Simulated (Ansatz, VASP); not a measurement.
**SiO2: VASP beside Ansatz**

The input INCAR:

```
SYSTEM = SiO2
ALGO = Normal
EDIFF = 1E-6
ENCUT = 520
GGA = PE
ISIF = 2
ISMEAR = -1
LASPH = .True.
LCHARG = .False.
LREAL = .False.
LWAVE = .False.
NBANDS = 25
NELM = 60
PREC = Accurate
SIGMA = 0.02
```

Contents of KPOINTS:

```
k-points
0
Gamma
  6 6 10
  0 0 0
```

File POSCAR:

```
SiO2
1.0
    4.2270406866      0.0000000000      0.0000000000
    0.0000000000      4.2270406866      0.0000000000
    0.0000000000      0.0000000000      2.6554956915
Si O
2 4
Direct
    0.0000000000      0.0000000000      0.0000000000
    0.5000000000      0.5000000000      0.5000000000
    0.3072470246      0.3072470246      0.0000000000
    0.1927529754      0.8072470246      0.5000000000
    0.8072470246      0.1927529754      0.5000000000
    0.6927529754      0.6927529754      0.0000000000
```

Input for Ansatz:

```yaml
crystal:
  lattice:
    - [4.2270406866, 0.0, 0.0]
    - [0.0, 4.2270406866, 0.0]
    - [0.0, 0.0, 2.6554956915]
  atoms:
    - { symbol: Si, position: [0.0, 0.0, 0.0] }
    - { symbol: Si, position: [0.5, 0.5, 0.5] }
    - { symbol: O, position: [0.3072470246, 0.3072470246, 0.0] }
    - { symbol: O, position: [0.1927529754, 0.8072470246, 0.5] }
    - { symbol: O, position: [0.8072470246, 0.1927529754, 0.5] }
    - { symbol: O, position: [0.6927529754, 0.6927529754, 0.0] }
kpoints:
  mp_grid: { grid: [6, 6, 10] }
  band_path:
    path:
      - [0.0, 0.0, 0.0]
      - [0.0, 0.5, 0.0]
      - [0.5, 0.5, 0.0]
      - [0.0, 0.0, 0.5]
      - [0.0, 0.5, 0.5]
      - [0.5, 0.5, 0.5]
    npoints: 1
hamiltonian:
  xc: pbe
scf:
  occupations: { method: fermi_dirac, width: 0.02 }
  n_extra_bands: 5
output:
  forces: true
  stress: true
  eigenvalues: true
```

Change from the starting cell: epitaxial_xy strain +1.0%.

Alike in both runs: task single point; functional PBE; k mesh 6 × 6 × 10; occupations fermi-dirac, width 0.02 eV; no spin polarisation.

```csv
,VASP,Ansatz
version,VASP 6.6.1,Ansatz 0.2.0
potentials or method,"VASP PAW PBE potentials, release 64 (Si, O)","plane waves, PAW"
plane-wave cutoff (eV),520,420
valence electrons in the cell,32,32
```

|  | VASP | Ansatz | Ansatz less VASP |
| --- | --- | --- | --- |
| gap on the k mesh at the Fermi level (eV) | 5.38 | 5.40 | +0.013 |
| pressure (GPa) | 6.3 | 6.1 | -0.16 |
| traceless stress, the component that is largest in VASP (GPa) | 4.61 | 4.12 | -0.487 |
| rms of the force components (eV/Å) | 0.058 | 0.048 | -0.0105 |

Atom by atom the forces differ by 0.010 eV/Å (rms over components).
